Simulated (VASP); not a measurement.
SiSn2: single point with PBE

Crystal: SiSn2.

```xyz
3
Lattice="5.2805 0.0000 0.0000 -2.6402 4.5730 0.0000 0.0000 0.0000 3.0177" Properties=species:S:1:pos:R:3 pbc="T T T"
Si    0.0000    0.0000    0.0000
Sn    0.0000    3.0487    1.5089
Sn    2.6402    1.5243    1.5089
```

```json
{"Program": "VASP 6.6.1", "Task": "single point", "Functional": "PBE", "Potentials or basis": "VASP PAW PBE potentials, release 64 (Si, Sn_d)", "Cutoff": "520 eV", "k mesh": "12 × 12 × 16", "Occupations": "gaussian, width 0.1 eV", "Spin": "no spin polarisation", "Dipole correction": "no", "Further INCAR settings": "ALGO = Fast; EDIFF = 1e-06; NBANDS = 23"}
```

```yaml
Pressure: -0.1 GPa
Band_gap_on_the_k_mesh: zero (bands 16 and 17 overlap by 4.26 eV)
```

Levels at points of the mesh, in eV from the Fermi level:
```csv
k point,band 14,band 15,band 16,band 17,band 18,band 19
"(0.00, 0.00, 0.00)",-2.92,-2.92,-2.73,-2.73,4.15,7.30
"(0.50, 0.00, 0.00)",-4.74,0.75,0.78,2.16,2.68,3.92
"(0.00, 0.00, 0.50)",-1.59,-1.27,-0.68,-0.07,-0.07,0.44
"(0.50, 0.00, 0.50)",-4.23,-2.35,-2.06,-1.29,0.00,3.21
```

It took 81 s on 1 thread of Intel(R) Xeon(R) 6975P-C (Granite Rapids) (shared host), peak memory 0.37 GiB.

Caveat: spin-orbit coupling is left out, which moves the levels of the heavy elements.
